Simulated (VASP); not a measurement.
# Al2Au (Fm-3m) in VASP: settings compared, part 3 of 3

VASP 6.6.1. Earlier steps stand in the parts before.

## (5) Single point, r2SCAN

This run uses another cell than the first one, of 16.83 Å³/atom, 0.935 times its volume.

POSCAR reads:

```
Al2Au
1.0
    0.0000000000      2.9333942561      2.9333942561
    2.9333942561      0.0000000000      2.9333942561
    2.9333942561      2.9333942561      0.0000000000
Au Al
1 2
Direct
    0.0000000000      0.0000000000      0.0000000000
    0.7500000000      0.7500000000      0.7500000000
    0.2500000000      0.2500000000      0.2500000000
```

INCAR.step1 reads:

```
SYSTEM = Al2Au
  PREC = Accurate
  ENCUT = 520
  ISMEAR = -1
  SIGMA = 0.05
  LREAL = .FALSE.
  LASPH = .TRUE.
  NELM = 100
  NBANDS = 16
  GGA = PE
  ALGO = Normal
  EDIFF = 1E-4
  LWAVE = .TRUE.
  LCHARG = .FALSE.
```

INCAR.step2 reads:

```
SYSTEM = Al2Au
  PREC = Accurate
  ENCUT = 520
  EDIFF = 1E-7
  ISMEAR = -1
  SIGMA = 0.05
  LREAL = .FALSE.
  LASPH = .TRUE.
  NELM = 100
  ALGO = Normal
  ISIF = 2
  LWAVE = .FALSE.
  LCHARG = .FALSE.
  METAGGA = R2SCAN
  LMIXTAU = .TRUE.
  NBANDS = 16
  ISTART = 1
```

KPOINTS reads:

```
Automatic mesh
0
G
  8 8 8
  0 0 0
```

Potentials or basis: VASP PAW PBE potentials, release 64 (Au, Al).

Run with:

```
$ cat potpaw_PBE.64/Au/POTCAR potpaw_PBE.64/Al/POTCAR > POTCAR
$ cp INCAR.step1 INCAR
$ mpirun -np 1 vasp_std > vasp.out
$ cp INCAR.step2 INCAR
$ mpirun -np 1 vasp_std > vasp.out
```

OUTCAR:

```text
SYSTEM = Al2Au
   PREC = Accurate
   ENCUT = 520
   EDIFF = 1E-7
   ISMEAR = -1
   LREAL = .FALSE.
   LASPH = .TRUE.
   NELM = 100
   ISIF = 2
   METAGGA = R2SCAN
   ISTART = 1

 ion  position               nearest neighbor table
   1  0.000  0.000  0.000-   2 2.54   3 2.54   2 2.54   2 2.54   2 2.54   3 2.54   3 2.54   3 2.54

   2  0.750  0.750  0.750-   1 2.54   1 2.54   1 2.54   1 2.54   3 2.93   3 2.93   3 2.93   3 2.93
                             3 2.93   3 2.93
   3  0.250  0.250  0.250-   1 2.54   1 2.54   1 2.54   1 2.54   2 2.93   2 2.93   2 2.93   2 2.93
                             2 2.93   2 2.93

  LATTYP: Found a face centered cubic cell.
 ALAT       =     5.8667885122

  Lattice vectors:

 A1 = (   0.0000000000,   2.9333942561,   2.9333942561)
 A2 = (   2.9333942561,   0.0000000000,   2.9333942561)
 A3 = (   2.9333942561,   2.9333942561,   0.0000000000)

Analysis of symmetry for initial positions (statically):
=====================================================================
 Subroutine PRICEL returns:
 Original cell was already a primitive cell.

 Routine SETGRP: Setting up the symmetry group for a
 face centered cubic supercell.

 Subroutine GETGRP returns: Found 48 space group operations
 (whereof 48 operations were pure point group operations)
 out of a pool of 48 trial point group operations.

The static configuration has the point symmetry O_h .

Analysis of symmetry for dynamics (positions and initial velocities):
=====================================================================
 Subroutine PRICEL returns:
 Original cell was already a primitive cell.

 Routine SETGRP: Setting up the symmetry group for a
 face centered cubic supercell.

 Subroutine GETGRP returns: Found 48 space group operations
 (whereof 48 operations were pure point group operations)
 out of a pool of 48 trial point group operations.

The dynamic configuration has the point symmetry O_h .

 Subroutine INISYM returns: Found 48 space group operations
 (whereof 48 operations are pure point group operations),
 and found     1 'primitive' translations

----------------------------------------------------------------------------------------

                                     Primitive cell

  volume of cell :      50.4826

  direct lattice vectors                    reciprocal lattice vectors
     0.000000000  2.933394256  2.933394256    -0.170451005  0.170451005  0.170451005
     2.933394256  0.000000000  2.933394256     0.170451005 -0.170451005  0.170451005
     2.933394256  2.933394256  0.000000000     0.170451005  0.170451005 -0.170451005

  length of vectors
     4.148445941  4.148445941  4.148445941     0.295229801  0.295229801  0.295229801

  position of ions in fractional coordinates (direct lattice)
     0.000000000  0.000000000  0.000000000
     0.750000000  0.750000000  0.750000000
     0.250000000  0.250000000  0.250000000

  ion indices of the primitive-cell ions
   primitive index   ion index
                 1           1
                 2           2
                 3           3

----------------------------------------------------------------------------------------

 KPOINTS: Automatic mesh

Automatic generation of k-mesh.
 Grid dimensions read from file:
 generate k-points for:    8    8    8

 Generating k-lattice:

  Cartesian coordinates                     Fractional coordinates (reciprocal lattice)
    -0.021306376  0.021306376  0.021306376     0.125000000  0.000000000  0.000000000
     0.021306376 -0.021306376  0.021306376     0.000000000  0.125000000  0.000000000
     0.021306376  0.021306376 -0.021306376     0.000000000  0.000000000  0.125000000

  Length of vectors
     0.036903725  0.036903725  0.036903725

  Shift w.r.t. Gamma in fractional coordinates (k-lattice)
     0.000000000  0.000000000  0.000000000

 Subroutine IBZKPT returns following result:
 ===========================================

 Found     29 irreducible k-points:

 Following reciprocal coordinates:
            Coordinates               Weight
  0.000000  0.000000  0.000000      1.000000
  0.125000  0.000000  0.000000      8.000000
  0.250000  0.000000  0.000000      8.000000
  0.375000  0.000000  0.000000      8.000000
  0.500000  0.000000  0.000000      4.000000
  0.125000  0.125000  0.000000      6.000000
[... 16 lines left out ...]
  0.500000  0.250000  0.125000     48.000000
 -0.375000  0.250000  0.125000     24.000000
 [... further k-points ...]
   k-points           NKPTS =     29   k-points in BZ     NKDIM =     29   number of bands    NBANDS=     16
   number of dos      NEDOS =    301   number of ions     NIONS =      3
   total plane-waves  NPLWV =  32768
   dimension x,y,z NGX =    32 NGY =   32 NGZ =   32
   dimension x,y,z NGXF=    64 NGYF=   64 NGZF=   64
   ions per type =               1   2
   NGX,Y,Z   is equivalent  to a cutoff of  12.82, 12.82, 12.82 a.u.
   NGXF,Y,Z  is equivalent  to a cutoff of  25.65, 25.65, 25.65 a.u.
 SYSTEM =  Al2Au
   PREC   = accura    normal or accurate (medium, high low for compatibility)
   ISTART =      1    job   : 0-new  1-cont  2-samecut
   ICHARG =      0    charge: 1-file 2-atom 10-const
   ISPIN  =      1    spin polarized calculation?
   LNONCOLLINEAR =      F non collinear calculations
   LSORBIT =      F    spin-orbit coupling
   LASPH  =      T    aspherical Exc in radial PAW
   ENCUT  =  520.0 eV  38.22 Ry    6.18 a.u.   7.71  7.71  7.71*2*pi/ulx,y,z
   NELM   =    100;   NELMIN=  2; NELMDL=  0     # of ELM steps
   EDIFF  = 0.1E-06   stopping-criterion for ELM
   LREAL  =      F    real-space projection
   EDIFFG = 0.1E-05   stopping-criterion for IOM
   NSW    =      0    number of steps for IOM
   IBRION =     -1    ionic relax: 0-MD 1-quasi-New 2-CG
   NFREE  =      0    steps in history (QN), initial steepest desc. (CG)
   ISIF   =      2    stress and relaxation
   ISYM   =      2    0-nonsym 1-usesym 2-fastsym
   POTIM  = 0.5000    time-step for ionic-motion
   TEBEG  =    0.0;   TEEND  =   0.0 temperature during run
   PSTRESS=    0.0 pullay stress
   NELECT =      17.0000    total number of electrons
   NUPDOWN=      -1.0000    fix difference up-down
   EMIN   =  10.00;   EMAX   =-10.00  energy-range for DOS
   EFERMI =   0.00;   METHOD = LEGACY
   ISMEAR =    -1;   SIGMA  =   0.05  broadening in eV -4-tet -1-fermi 0-gaus
   EFERMI_NEDOS =   21; number of points for ismear=-14 and -15
   IALGO  =     38    algorithm
   IMIX   =      4    mixing-type and parameters
     AMIX     =   0.40;   BMIX     =  1.00
     AMIX_MAG =   1.60;   BMIX_MAG =  1.00
  volume/ion in A,a.u.               =      16.83       113.56
  Fermi-wavevector in a.u.,A,eV,Ry     =   1.138966  2.152333 17.650065  1.297243
  Thomas-Fermi vector in A             =   2.275670
   LORBIT       =      0    0 simple, 1 ext, 2 COOP (PROOUT), +10 PAW based schemes
   METAGGA = R2SCAN    functional components
   LHFCALC =     F    Hartree Fock is set to
   AEXX    =    0.0000 exact exchange contribution
   IVDW    =     0    specifies the selected vdW correction
   LEPSILON=     F    determine dielectric tensor
   LRPA    =     F    only Hartree local field effects (RPA)
 non-spin polarized calculation
  energy-cutoff  :      520.00
  volume of cell :       50.48
 maximum number of plane-waves:      1380
   NGX = 15   NGY = 15   NGZ = 15

 number of electron      16.9999999 magnetization

 Free energy of the ion-electron system (eV)
  ---------------------------------------------------
  ext. energy  EPLUGINS =         0.00000000
  ---------------------------------------------------
  free energy    TOTEN  =       -65.45569464 eV

  energy without entropy =      -65.45080864  energy(sigma->0) =      -65.45325164

 E-fermi :   8.5747     XC(G=0): -11.5889

 val. band max:        8.3887950569   @ k =   0.3750   0.1250   0.0000
 cond. band min:       8.6155933868   @ k =   0.3750   0.1250   0.0000
 fundamental gap:      0.2267983299
 Fermi energy:         8.5746960303

 k-point     1 :       0.0000    0.0000    0.0000
  band No.  band energies     occupation
      1      -3.0994      2.00000
      2       1.1720      2.00000
      3       1.1720      2.00000
      4       1.1720      2.00000
      5       2.2493      2.00000
      6       2.2493      2.00000
[... 8 lines left out ...]
     15      15.0164      0.00000
     16      15.0164      0.00000
[... 419 lines left out ...]
 k-point    24 :      -0.3750    0.2500    0.1250
  band No.  band energies     occupation
      1      -0.2676      2.00000
      2       0.9797      2.00000
      3       1.5554      2.00000
      4       1.7231      2.00000
      5       2.1920      2.00000
      6       2.4929      2.00000
[... 8 lines left out ...]
     15      17.3008      0.00000
     16      19.7187      0.00000

 [... further k-points ...]
[... 5 lines left out ...]
  --------------------------------------------------------------------------------------
  -------------------------------------------------------------------------------------
  Total        3.0277548      3.0277548      3.0277548      0.0000000      0.0000000     -0.0000000
  in kB       96.0926060     96.0926060     96.0926060      0.0000000      0.0000000     -0.0000000
  external PRESSURE =      96.0926060 kB  Pullay stress =       0.0000000 kB

 VOLUME and BASIS-vectors are now :
 -----------------------------------------------------------------------------
  energy-cutoff  :      520.00
  volume of cell :       50.48
      direct lattice vectors                 reciprocal lattice vectors
     0.000000000  2.933394256  2.933394256    -0.170451005  0.170451005  0.170451005
     2.933394256  0.000000000  2.933394256     0.170451005 -0.170451005  0.170451005
     2.933394256  2.933394256  0.000000000     0.170451005  0.170451005 -0.170451005

 POSITION                                       TOTAL-FORCE (eV/Angst)
 -----------------------------------------------------------------------------------
      0.00000      0.00000      0.00000         0.000000     -0.000000      0.000000
      4.40009      4.40009      4.40009        -0.000000     -0.000000      0.000000
      1.46670      1.46670      1.46670         0.000000      0.000000     -0.000000
 -----------------------------------------------------------------------------------
    total drift:                                0.000000     -0.000000      0.000000

  FREE ENERGIE OF THE ION-ELECTRON SYSTEM (eV)
  ---------------------------------------------------
  free  energy   TOTEN  =       -65.4556946429 eV

  energy  without entropy=      -65.4508086405  energy(sigma->0) =      -65.45325164
```

Run time: 70 s. Hardware: 1 thread of AMD EPYC 9R45 (Zen 5), shared host; peak memory 0.17 GiB.

Results:

```yaml
Free_energy: -65.4557 eV
Pressure: 9.6 GPa
```

Levels at points of the mesh, in eV from the Fermi level:
| k point | band 7 | band 8 | band 9 | band 10 | band 11 | band 12 |
| --- | --- | --- | --- | --- | --- | --- |
| (0.00, 0.00, 0.00) | 3.01 | 3.01 | 3.01 | 3.38 | 4.47 | 4.47 |
| (0.50, 0.00, 0.00) | -6.07 | 0.24 | 0.24 | 3.90 | 4.29 | 4.29 |
| (0.50, 0.50, 0.00) | -5.61 | -2.48 | -2.48 | 1.95 | 2.37 | 7.98 |

Caveat: the PAW data sets were made with another functional, which shifts forces and pressure a little; spin-orbit coupling is left out, which moves the levels of the heavy elements.

## (6) Overview

| task | level | cell | cutoff (eV) | gap on the mesh (eV) | pressure (GPa) |
| --- | --- | --- | --- | --- | --- |
| relaxation of cell and atoms | PBEsol | relaxed to 2 GPa from a = 4.243 Å, angles 60.0°, 3 atoms | 600 | none | 2.0 |
| single point | r2SCAN | a = 4.013 Å, angles 60.0°, 3 atoms | 520 | none | 29.5 |
| single point | r2SCAN | a = 4.074 Å, angles 60.0°, 3 atoms | 520 | none | 19.6 |
| single point | r2SCAN | a = 4.148 Å, angles 60.0°, 3 atoms | 520 | none | 9.6 |

Alike in all rows: potentials or basis VASP PAW PBE potentials, release 64 (Au, Al); no spin polarisation; k mesh 8 × 8 × 8; smearing fermi-dirac 0.05 eV.

Caveats: the PAW data sets were made with another functional, which shifts forces and pressure a little; spin-orbit coupling is left out, which moves the levels of the heavy elements; the cell is relaxed towards a set pressure, so the enthalpy falls and the energy may rise (some runs).

Absolute energies hang on the potentials; compare differences alone.
